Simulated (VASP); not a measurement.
Input of a VASP 6.6.1 run:

Contents of INCAR:

```
PREC = Accurate
ENCUT = 600
EDIFF = 1E-7
ISMEAR = 0
SIGMA = 0.1
LREAL = False
LASPH = True
NELM = 120
ALGO = Normal
ISIF = 3
LWAVE = False
LCHARG = False
GGA = CA
IBRION = 2
NSW = 100
EDIFFG = -0.002
GGA_COMPAT = False
NELMIN = 4
```

KPOINTS

```
regular mesh
0
Gamma
  18 18 18
```

POSCAR

```
Os
1.0
    0.0000000000      1.9129311828      1.9129311828
    1.9129311828      0.0000000000      1.9129311828
    1.9129311828      1.9129311828      0.0000000000
Os
1
Direct
    0.0000000000      0.0000000000      0.0000000000
```

Potentials or basis: VASP PAW LDA potentials, release 64 (Os).

Command:

```bash
$ cat potpaw_LDA.64/Os/POTCAR > POTCAR
$ mpirun -np 1 vasp_std > vasp.out
```

(1) Predict the space group after relaxing (to 0.1 Å).

(2) Estimate the band gap on the k mesh.

Answers

(1) Fm-3m (No. 225).

(2) zero (bands 4 and 5 overlap by 3.96 eV).

Caveat: spin-orbit coupling is left out, which moves the levels of the heavy elements.
